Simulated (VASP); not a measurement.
Here is a VASP 6.6.1 calculation.

File INCAR:

```
SYSTEM = SiC
ALGO = Normal
EDIFF = 1E-6
ENCUT = 520
GGA = PS
ISIF = 2
ISMEAR = -1
LASPH = .True.
LCHARG = .True.
LELF = .True.
LREAL = Auto
LVHAR = .True.
LWAVE = .False.
NBANDS = 46
NELM = 100
PREC = Accurate
SIGMA = 0.0689
```

Contents of KPOINTS:

```
Automatic mesh
0
Gamma
  2 2 2
  0.5 0.5 0.5
```

The input POSCAR:

```
SiC
1.0
   -1.5481848246      2.6815347757     -5.0814314379
   -1.5481848246      2.6815347757      5.0814314379
    6.1927392983      0.0000000000      0.0000000000
Si C
8 8
Direct
    0.3294568938      0.3347705540      0.1506447809
    0.8276908874      0.8284166672      0.1748981399
    0.3191966635      0.3277899114      0.6548591183
    0.8109949486      0.8209025899      0.6703214530
    0.9164430923      0.4214884656      0.3343348128
    0.4233296771      0.9254527563      0.3438230470
    0.9338507805      0.4279413667      0.8307021641
    0.4163036561      0.9225777310      0.8290663627
    0.1406156171      0.5337418502      0.1773221743
    0.6495600850      0.0228663986      0.1659586216
    0.1716317688      0.5293488849      0.6712687892
    0.6621809980      0.0287919541      0.6770974260
    0.7235411597      0.5933878736      0.3458972583
    0.2254105087      0.0969496590      0.3295165550
    0.7223606424      0.6129623347      0.8401223624
    0.2178558695      0.1001112916      0.8193561345
```

Potentials or basis: VASP PAW PBE potentials, release 64 (Si, C).

The run is started by

```sh
$ cat potpaw_PBE.64/Si/POTCAR potpaw_PBE.64/C/POTCAR > POTCAR
$ mpirun -np 1 vasp_std > vasp.out
```

Estimate the pressure.

-3.0 GPa.

Predict the band gap on the k mesh.

2.57 eV (least direct gap 2.92 eV).

What does it give for the largest force?

3.240 eV/Å.

Stress tensor (GPa, compression positive):
```
-5.20 -1.42  0.59
-1.42 -3.89  1.10
 0.59  1.10  0.09
```

Caveat: the k points lie up to 0.66 Å⁻¹ apart; the atoms stand as in a frame of molecular dynamics; the PAW data sets were made with another functional, which shifts forces and pressure a little; a shifted mesh leaves out Γ, where band edges can lie. A k mesh can miss the band edges.
